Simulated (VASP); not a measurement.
# AlRu (P4mm) in VASP: a series of runs, part 2 of 2

VASP 6.6.1.

## Step 5: Single point, PBEsol

Contents of INCAR:

```
SYSTEM = AlRu
PREC = Accurate
ENCUT = 520
EDIFF = 1E-6
ISMEAR = 0
SIGMA = 0.15
LREAL = .FALSE.
LASPH = .TRUE.
NELM = 80
ALGO = Fast
ISIF = 2
LWAVE = .FALSE.
LCHARG = .FALSE.
GGA = PS
NBANDS = 16
```

Contents of KPOINTS:

```
regular mesh
0
G
  16 16 16
  0 0 0
```

Contents of POSCAR:

```
AlRu
1.0
    2.9916000000      0.0000000000      0.0000000000
    0.0000000000      2.9916000000      0.0000000000
    0.0000000000      0.0000000000      2.9916000000
Al Ru
1 1
Direct
   -0.0877456879      0.0000000000      0.0000000000
    0.5000000000      0.5000000000      0.5000000000
```

Potentials or basis: VASP PAW PBE potentials, release 64 (Al, Ru_pv).

Started as:

```bash
cat potpaw_PBE.64/Al/POTCAR potpaw_PBE.64/Ru_pv/POTCAR > POTCAR
mpirun -np 1 vasp_std > vasp.out
```

OUTCAR:

```text
SYSTEM = AlRu
   PREC = Accurate
   ENCUT = 520
   EDIFF = 1E-6
   ISMEAR = 0
   LREAL = .FALSE.
   LASPH = .TRUE.
   NELM = 80
   ISIF = 2
   GGA = PS

 ion  position               nearest neighbor table
   1  0.912  0.000  0.000-   2 2.45   2 2.45   2 2.45   2 2.45   2 2.75   2 2.75   2 2.75   2 2.75

   2  0.500  0.500  0.500-   1 2.45   1 2.45   1 2.45   1 2.45   1 2.75   1 2.75   1 2.75   1 2.75

  LATTYP: Found a simple cubic cell.
 ALAT       =     2.9916000000

  Lattice vectors:

 A1 = (   2.9916000000,   0.0000000000,   0.0000000000)
 A2 = (   0.0000000000,   2.9916000000,   0.0000000000)
 A3 = (   0.0000000000,   0.0000000000,   2.9916000000)

Analysis of symmetry for initial positions (statically):
=====================================================================
 Subroutine PRICEL returns:
 Original cell was already a primitive cell.

 Routine SETGRP: Setting up the symmetry group for a
 simple cubic supercell.

 Subroutine GETGRP returns: Found  8 space group operations
 (whereof  8 operations were pure point group operations)
 out of a pool of 48 trial point group operations.

The static configuration has the point symmetry C_4v.

Analysis of symmetry for dynamics (positions and initial velocities):
[... 162 lines left out ...]

 val. band max:       10.5706206183   @ k =   0.1875   0.0625   0.0625
 cond. band min:      10.5792940525   @ k =   0.3750   0.1250   0.0000
 fundamental gap:      0.0086734343
 Fermi energy:        10.5712286626

 k-point     1 :       0.0000    0.0000    0.0000
  band No.  band energies     occupation
      1     -31.1255      2.00000
      2     -31.1255      2.00000
      3     -31.1132      2.00000
      4       0.9324      2.00000
      5       6.8979      2.00000
      6       6.9566      2.00000
[... 433 lines left out ...]
      3     -31.1068      2.00000
      4       1.6697      2.00000
      5       7.1050      2.00000
      6       7.1921      2.00000
[... 8 lines left out ...]
     15      23.1149      0.00000
     16      27.3034      0.00000

 [... further k-points ...]

------------------------ aborting loop because EDIFF is reached ----------------------------------------

  FORCE on cell =-STRESS in cart. coord.  units (eV):
  Direction    XX          YY          ZZ          XY          YZ          ZX
  --------------------------------------------------------------------------------------
  -------------------------------------------------------------------------------------
  Total       -0.2708095      0.6417875      0.6417875      0.0000000      0.0000000      0.0000000
  in kB      -16.2055567     38.4053066     38.4053066      0.0000000      0.0000000      0.0000000
  external PRESSURE =      20.2016855 kB  Pullay stress =       0.0000000 kB

 VOLUME and BASIS-vectors are now :
 -----------------------------------------------------------------------------
  energy-cutoff  :      520.00
  volume of cell :       26.77
      direct lattice vectors                 reciprocal lattice vectors
     2.991600000  0.000000000  0.000000000     0.334269287  0.000000000  0.000000000
     0.000000000  2.991600000  0.000000000     0.000000000  0.334269287  0.000000000
     0.000000000  0.000000000  2.991600000     0.000000000  0.000000000  0.334269287

 POSITION                                       TOTAL-FORCE (eV/Angst)
 -----------------------------------------------------------------------------------
      2.72910      0.00000      0.00000         1.979972      0.000000     -0.000000
      1.49580      1.49580      1.49580        -1.979972      0.000000      0.000000
 -----------------------------------------------------------------------------------
    total drift:                                0.000454     -0.000000      0.000000

  FREE ENERGIE OF THE ION-ELECTRON SYSTEM (eV)
  ---------------------------------------------------
  free  energy   TOTEN  =       -15.2609677950 eV

  energy  without entropy=      -15.2417588716  energy(sigma->0) =      -15.25136333
```

OSZICAR:

```text
N       E                     dE             d eps       ncg     rms          rms(c)
DAV:   1     0.115504923788E+03    0.11550E+03   -0.90909E+03 13168   0.984E+02
DAV:   2    -0.141365122211E+02   -0.12964E+03   -0.12350E+03 15312   0.293E+02
DAV:   3    -0.160233875466E+02   -0.18869E+01   -0.18814E+01 16520   0.370E+01
DAV:   4    -0.160369365225E+02   -0.13549E-01   -0.13528E-01 16480   0.330E+00
DAV:   5    -0.160371278483E+02   -0.19133E-03   -0.19107E-03 15728   0.378E-01    0.133E+01
RMM:   6    -0.153632020241E+02    0.67393E+00   -0.22225E+00 13308   0.115E+01    0.247E+00
RMM:   7    -0.152806528045E+02    0.82549E-01   -0.14461E-01 13782   0.306E+00    0.209E+00
RMM:   8    -0.152614576943E+02    0.19195E-01   -0.22143E-02 14404   0.103E+00    0.234E-01
RMM:   9    -0.152610091609E+02    0.44853E-03   -0.17711E-03 15112   0.354E-01    0.127E-01
RMM:  10    -0.152609654521E+02    0.43709E-04   -0.26237E-04 15879   0.148E-01    0.708E-02
RMM:  11    -0.152609723900E+02   -0.69379E-05   -0.78247E-05 15636   0.829E-02    0.279E-02
RMM:  12    -0.152609671830E+02    0.52070E-05   -0.23635E-05 15606   0.441E-02    0.135E-02
RMM:  13    -0.152609677950E+02   -0.61197E-06   -0.52167E-06 14084   0.194E-02
   1 F= -.15260968E+02 E0= -.15251363E+02  d E =-.192089E-01
```

Wall time 2.6 min (1 thread of Intel Xeon 8259CL, shared host); peak memory 0.28 GiB.

Results:

- Free energy: -15.2610 eV
- Pressure: 2.0 GPa
- Largest force: 1.980 eV/Å
- Band gap on the k mesh: zero (an odd number of electrons rules out a gap without spin polarisation)

Forces on the atoms (eV/Å):
```
Al   1.980  0.000  0.000
Ru  -1.980  0.000  0.000
```

Stress tensor (GPa, compression positive):
```
-1.62  0.00  0.00
 0.00  3.84  0.00
 0.00  0.00  3.84
```

Levels at points of the mesh, in eV from the Fermi level:
```
           k point  band 6  band 7  band 8  band 9  band 10  band 11  band 12  band 13
(0.00, 0.00, 0.00)   -3.61    0.10    0.19    0.19     6.18     6.18     6.25    11.05
(0.50, 0.00, 0.00)   -2.91   -1.57   -1.57    0.34     2.35     7.69    10.84    10.84
(0.00, 0.50, 0.00)   -2.85   -1.71   -1.55    0.41     2.25     7.49    11.19    11.39
(0.50, 0.50, 0.00)   -1.34   -1.29   -1.15   -1.13     1.52     5.33     6.16    10.79
(0.00, 0.50, 0.50)   -1.70   -1.70   -0.69   -0.69     1.51     5.20     6.03    11.35
(0.50, 0.50, 0.50)   -4.57    1.60    1.62    2.52     4.00     4.00     4.26     8.68
```

Caveat: the cell differs from its parent crystal (all Al atoms moved +0.263 Å, as atom 1 towards its neighbour atom 1 (Al) at 2.992 Å); the stress differs along the axes, from -2 to 4 GPa; the PAW data sets were made with another functional, which shifts forces and pressure a little.

## Step 6: Single point, PBEsol

Contents of INCAR:

```
SYSTEM = AlRu
ALGO = Fast ; EDIFF = 1E-6
ENCUT = 520 ; GGA = PS
ISIF = 2 ; ISMEAR = 0
LASPH = .True. ; LCHARG = .True.
LELF = .True. ; LREAL = .False.
LVHAR = .True. ; LWAVE = .False.
NBANDS = 16 ; NELM = 100
PREC = Accurate ; SIGMA = 0.15
```

Contents of KPOINTS:

```
k-points
0
Gamma
  16 16 16
  0 0 0
```

POSCAR, as its differences from that of step 5:

```diff
@@ -8,3 +8,3 @@
 Direct
-   -0.0877456879      0.0000000000      0.0000000000
+   -0.0626754914      0.0000000000      0.0000000000
     0.5000000000      0.5000000000      0.5000000000
```

Potentials or basis: VASP PAW PBE potentials, release 64 (Al, Ru_pv).

Started as:

```bash
cat potpaw_PBE.64/Al/POTCAR potpaw_PBE.64/Ru_pv/POTCAR > POTCAR
mpirun -np 1 vasp_std > vasp.out
```

OUTCAR:

```text
SYSTEM = AlRu
   EDIFF = 1E-6
   ENCUT = 520
   GGA = PS
   ISIF = 2
   ISMEAR = 0
   LASPH = .True.
   LREAL = .False.
   NELM = 100
   PREC = Accurate

 ion  position               nearest neighbor table
   1  0.937  0.000  0.000-   2 2.49   2 2.49   2 2.49   2 2.49   2 2.70   2 2.70   2 2.70   2 2.70

   2  0.500  0.500  0.500-   1 2.49   1 2.49   1 2.49   1 2.49   1 2.70   1 2.70   1 2.70   1 2.70

  LATTYP: Found a simple cubic cell.
 ALAT       =     2.9916000000

  Lattice vectors:

 A1 = (   2.9916000000,   0.0000000000,   0.0000000000)
 A2 = (   0.0000000000,   2.9916000000,   0.0000000000)
 A3 = (   0.0000000000,   0.0000000000,   2.9916000000)

Analysis of symmetry for initial positions (statically):
=====================================================================
 Subroutine PRICEL returns:
 Original cell was already a primitive cell.

 Routine SETGRP: Setting up the symmetry group for a
 simple cubic supercell.

 Subroutine GETGRP returns: Found  8 space group operations
 (whereof  8 operations were pure point group operations)
 out of a pool of 48 trial point group operations.

The static configuration has the point symmetry C_4v.

Analysis of symmetry for dynamics (positions and initial velocities):
[... 162 lines left out ...]

 val. band max:       10.5915742261   @ k =   0.1250   0.0625   0.0625
 cond. band min:      10.5950484412   @ k =   0.1250   0.0000   0.2500
 fundamental gap:      0.0034742151
 Fermi energy:        10.5922887777

 k-point     1 :       0.0000    0.0000    0.0000
  band No.  band energies     occupation
      1     -31.1194      2.00000
      2     -31.1194      2.00000
      3     -31.1133      2.00000
      4       0.9235      2.00000
      5       6.9501      2.00000
      6       6.9791      2.00000
[... 433 lines left out ...]
      3     -31.1070      2.00000
      4       1.6588      2.00000
      5       7.1457      2.00000
      6       7.2184      2.00000
[... 8 lines left out ...]
     15      23.1553      0.00000
     16      27.4963      0.00000

 [... further k-points ...]

------------------------ aborting loop because EDIFF is reached ----------------------------------------

  FORCE on cell =-STRESS in cart. coord.  units (eV):
  Direction    XX          YY          ZZ          XY          YZ          ZX
  --------------------------------------------------------------------------------------
  -------------------------------------------------------------------------------------
  Total       -0.3854032      0.0763851      0.0763851      0.0000000      0.0000000      0.0000000
  in kB      -23.0629774      4.5709712      4.5709712      0.0000000      0.0000000      0.0000000
  external PRESSURE =      -4.6403450 kB  Pullay stress =       0.0000000 kB

 VOLUME and BASIS-vectors are now :
 -----------------------------------------------------------------------------
  energy-cutoff  :      520.00
  volume of cell :       26.77
      direct lattice vectors                 reciprocal lattice vectors
     2.991600000  0.000000000  0.000000000     0.334269287  0.000000000  0.000000000
     0.000000000  2.991600000  0.000000000     0.000000000  0.334269287  0.000000000
     0.000000000  0.000000000  2.991600000     0.000000000  0.000000000  0.334269287

 POSITION                                       TOTAL-FORCE (eV/Angst)
 -----------------------------------------------------------------------------------
      2.80410      0.00000      0.00000         1.426991      0.000000     -0.000000
      1.49580      1.49580      1.49580        -1.426991     -0.000000      0.000000
 -----------------------------------------------------------------------------------
    total drift:                                0.000406     -0.000000      0.000000

  FREE ENERGIE OF THE ION-ELECTRON SYSTEM (eV)
  ---------------------------------------------------
  free  energy   TOTEN  =       -15.3888306558 eV

  energy  without entropy=      -15.3695720934  energy(sigma->0) =      -15.37920137
```

stdout:

```text
POSCAR found type information on POSCAR AlRu
 POSCAR found :  2 types and       2 ions
 scaLAPACK will be used
 -----------------------------------------------------------------------------
|                                                                             |
|                                                                             |
|     You enforced a specific xc type in the INCAR file but a different       |
|     I HOPE YOU KNOW WHAT YOU ARE DOING!                                     |
|                                                                             |
 -----------------------------------------------------------------------------

 LDA part: xc-table for (Slater+PW92), standard interpolation
 POSCAR, INCAR and KPOINTS ok, starting setup
 FFT: planning ... GRIDC
 FFT: planning ... GRID_SOFT
 FFT: planning ... GRID
 WAVECAR not read
 entering main loop
```

Run time: 2.6 min. Hardware: 1 thread of Intel Xeon 8259CL, shared host; peak memory 0.28 GiB.

What came out:

```yaml
Free_energy: -15.3888 eV
Pressure: -0.5 GPa
Largest_force: 1.427 eV/Å
Band_gap_on_the_k_mesh: zero (an odd number of electrons rules out a gap without spin polarisation)
```

Forces on the atoms (eV/Å):
```
Al   1.427  0.000  0.000
Ru  -1.427  0.000  0.000
```

Stress tensor (GPa, compression positive):
```
-2.31  0.00  0.00
 0.00  0.46  0.00
 0.00  0.00  0.46
```

Caveat: the cell differs from its parent crystal (all Al atoms moved +0.188 Å, as atom 1 towards its neighbour atom 1 (Al) at 2.992 Å); the PAW data sets were made with another functional, which shifts forces and pressure a little.

## Step 7: Overview

```csv
cell,gap on the mesh (eV),pressure (GPa),largest force (eV/Å)
"as given, atomic positions A",none,3.6,2.25
"as given, atomic positions B",none,0.7,1.71
"as given, atomic positions C",none,-1.4,1.15
"as given, atomic positions D",none,2.0,1.98
"as given, atomic positions E",none,-0.5,1.43
```

Alike in all rows: task single point; level PBEsol; potentials or basis VASP PAW PBE potentials, release 64 (Al, Ru_pv); no spin polarisation; k mesh 16 × 16 × 16; cutoff (eV) 520; smearing gaussian 0.15 eV.

Caveats: the PAW data sets were made with another functional, which shifts forces and pressure a little; the stress differs along the axes, from -1 to 6 GPa (at least some runs); the stress differs along the axes, from -2 to 4 GPa (at least some runs).

Absolute energies hang on the potentials; compare differences alone.
